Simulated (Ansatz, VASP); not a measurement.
# One calculation of LiF, two programs

POSCAR

```
LiF
1.0
    0.0000000000      1.9948691814      1.9948691814
    1.9948691814      0.0000000000      1.9948691814
    1.9948691814      1.9948691814      0.0000000000
Li F
1 1
Direct
    0.0000000000      0.0000000000      0.0000000000
    0.5000000000      0.5000000000      0.5000000000
```

INCAR.step1

```
  PREC = Accurate
  ENCUT = 520
  EDIFF = 1E-5
  ISMEAR = 0
  SIGMA = 0.01
  LREAL = False
  LASPH = True
  NELM = 100
  ALGO = Normal
  ISIF = 2
  LWAVE = True
  NBANDS = 12
  GGA = PE
```

File INCAR.step2:

```
  PREC = Accurate
  ENCUT = 520
  EDIFF = 1E-7
  ISMEAR = 0
  SIGMA = 0.01
  LREAL = False
  LASPH = True
  NELM = 100
  ALGO = Normal
  ISIF = 2
  LWAVE = False
  LCHARG = True
  GGA = PE
  LHFCALC = True
  AEXX = 0.35
  PRECFOCK = Normal
  LELF = True
  LVHAR = True
  NBANDS = 12
  ISTART = 1
```

File KPOINTS:

```
Automatic mesh
0
Gamma
  6 6 6
```

Input for Ansatz:

```yaml
crystal:
  lattice:
    - [0.0, 1.9948691814, 1.9948691814]
    - [1.9948691814, 0.0, 1.9948691814]
    - [1.9948691814, 1.9948691814, 0.0]
  atoms:
    - { symbol: Li, position: [0.0, 0.0, 0.0] }
    - { symbol: F, position: [0.5, 0.5, 0.5] }
kpoints:
  mp_grid: { grid: [6, 6, 6] }
hamiltonian:
  xc: { exchange: pbe, correlation: pbe, exx: { coeff: 0.35 } }
scf:
  occupations: { method: fixed }
  n_extra_bands: 4
output:
  forces: true
  stress: true
  eigenvalues: true
```

Alike in both runs: task single point; functional PBE-based global hybrid; k mesh 6 × 6 × 6; no spin polarisation.

|  | VASP | Ansatz |
| --- | --- | --- |
| version | VASP 6.6.1 | Ansatz 0.2.0 |
| potentials or method | VASP PAW PBE potentials, release 64 (Li_sv, F) | plane waves |
| plane-wave cutoff (eV) | 520 | 420 |
| occupations | gaussian, width 0.01 eV | fixed |
| valence electrons in the cell | 10 | 10 |

VASP gave:

| Property | Result |
| --- | --- |
| gap on the k mesh at the Fermi level (eV) | 13.68 |

Task: What did Ansatz give for the same quantities?

Result: gap on the k mesh at the Fermi level (eV): 13.69.

VASP's potentials were made for PBE, not for PBE-based global hybrid. Ansatz's warnings: stress exchange threshold loose, stress scf threshold loose.

The k mesh is coarse, so the values compare programs but aren't converged. Noted on VASP's run: the cutoff is short for stress, so the pressure is rough.
